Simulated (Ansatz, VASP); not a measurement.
**ZnS in VASP and in Ansatz**

INCAR

```
SYSTEM = ZnS
ALGO = Normal ; EDIFF = 1E-6
ENCUT = 520 ; GGA = PE
ISIF = 2 ; ISMEAR = -1
LASPH = .True. ; LCHARG = .False.
LREAL = .False. ; LWAVE = .False.
NBANDS = 16 ; NELM = 60
PREC = Accurate ; SIGMA = 0.02
```

Contents of KPOINTS:

```
k-points
0
Gamma
  8 8 8
  0 0 0
```

Contents of POSCAR:

```
ZnS
1.0
    0.0000000000      2.6639216839      2.6940955541
    2.6639216839      0.0000000000      2.6940955541
    2.6639216839      2.6639216839      0.0000000000
Zn S
1 1
Direct
    0.2500000000      0.2500000000      0.2500000000
    0.0000000000      0.0000000000      0.0000000000
```

Input for Ansatz:

```yaml
crystal:
  lattice:
    - [0.0, 2.6639216839, 2.6940955541]
    - [2.6639216839, 0.0, 2.6940955541]
    - [2.6639216839, 2.6639216839, 0.0]
  atoms:
    - { symbol: Zn, position: [0.25, 0.25, 0.25] }
    - { symbol: S, position: [0.0, 0.0, 0.0] }
kpoints:
  mp_grid: { grid: [8, 8, 8] }
  band_path:
    path:
      - [0.0, 0.0, 0.0]
      - [-0.5, -0.5, 0.0]
      - [-0.375, -0.375, 0.25]
      - [-0.375, 0.0, 0.375]
      - [0.0, 0.0, 0.5]
      - [-0.5, -0.25, 0.25]
    npoints: 1
hamiltonian:
  xc: pbe
scf:
  occupations: { method: fermi_dirac, width: 0.02 }
  n_extra_bands: 4
output:
  forces: true
  stress: true
  eigenvalues: true
  write_density: true
  write_potential: true
  elf: true
  volumetric_format: npy
```

Change from the starting cell: biaxial_xy strain -1.1%.

Alike in both runs: task single point; functional PBE; k mesh 8 × 8 × 8; occupations fermi-dirac, width 0.02 eV; no spin polarisation.

|  | VASP | Ansatz |
| --- | --- | --- |
| version | VASP 6.6.1 | Ansatz 0.2.0 |
| potentials or method | VASP PAW PBE potentials, release 64 (Zn, S) | plane waves, PAW |
| plane-wave cutoff (eV) | 520 | 420 |
| valence electrons in the cell | 18 | 18 |

|  | VASP | Ansatz | Ansatz less VASP |
| --- | --- | --- | --- |
| gap on the k mesh at the Fermi level (eV) | 2.24 | 2.23 | -0.007 |
| pressure (GPa) | 4.4 | 4.2 | -0.19 |
| traceless stress, the component that is largest in VASP (GPa) | -0.30 | -0.30 | -0.004 |

The functional is the same, so the differences come from potentials, cutoffs and numerics.
